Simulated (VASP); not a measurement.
Set up this calculation in VASP 6.6.1, as the native input.

* Task: single point
* Functional: LDA
* Potentials or basis: VASP PAW LDA potentials, release 64 (V_sv)
* Cutoff: 520 eV
* k mesh: 15 × 15 × 15
* Occupations: gaussian, width 0.03 eV
* Spin: no spin polarisation
* Dipole correction: no
* Further INCAR settings: ALGO = Normal; EDIFF = 1e-06; NBANDS = 12

The structure of V lies in POSCAR:

```
V
1.0
   -1.4636513664      1.4636513664      1.4636513664
    1.4636513664     -1.4636513664      1.4636513664
    1.4636513664      1.4636513664     -1.4636513664
V
1
Direct
    0.0000000000      0.0000000000      0.0000000000
```

The input as run:

INCAR

```
SYSTEM = V
PREC = Accurate
ENCUT = 520
EDIFF = 1E-6
ISMEAR = 0
SIGMA = 0.03
LREAL = .FALSE.
LASPH = .TRUE.
NELM = 60
ALGO = Normal
ISIF = 2
LWAVE = .FALSE.
LCHARG = .FALSE.
NBANDS = 12
```

KPOINTS

```
regular mesh
0
G
  15 15 15
  0 0 0
```

Potentials or basis: VASP PAW LDA potentials, release 64 (V_sv).

Run with:

```sh
$ cat potpaw_LDA.64/V_sv/POTCAR > POTCAR
$ mpirun -np 1 vasp_std > vasp.out
```

Results of the run:

- Pressure: 0.1 GPa

It took 23 s on 1 thread of Intel Xeon 6975P-C, with other jobs on the host, peak memory 0.13 GiB.
